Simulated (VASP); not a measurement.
A run of VASP 6.6.1:

The input INCAR:

```
  ALGO = Fast
  EDIFF = 1E-6
  ENCUT = 520
  GGA = PE
  ISIF = 2
  ISMEAR = 0
  LASPH = T
  LCHARG = F
  LREAL = F
  LWAVE = F
  NBANDS = 40
  NELM = 60
  PREC = Accurate
  SIGMA = 0.1
```

File KPOINTS:

```
k-points
0
Gamma
  4 4 4
```

File POSCAR:

```
HfTi4Si
1.0
    0.0000000000      3.5816793200      3.5816793200
    3.5816793200      0.0000000000      3.5816793200
    3.5816793200      3.5816793200      0.0000000000
Hf Ti Si
1 4 1
Direct
    0.2500000000      0.2500000000      0.2500000000
    0.6242907000      0.1271278900      0.6242907000
    0.6242907000      0.6242907000      0.1271278900
    0.6242907000      0.6242907000      0.6242907000
    0.1271278900      0.6242907000      0.6242907000
    0.0000000000      0.0000000000      0.0000000000
```

Potentials or basis: VASP PAW PBE potentials, release 64 (Hf_pv, Ti_sv, Si).

Run with:

```sh
$ cat potpaw_PBE.64/Hf_pv/POTCAR potpaw_PBE.64/Ti_sv/POTCAR potpaw_PBE.64/Si/POTCAR > POTCAR
$ mpirun -np 1 vasp_std > vasp.out
```

Hardware: 1 thread of Intel Xeon 8259CL (shared host).

Problem. How long does it take, and how much memory?

Solution. It took 5 min on 1 thread of Intel Xeon 8259CL, on a shared host, peak memory 0.25 GiB. Counts: scf iterations 44, k points 8.
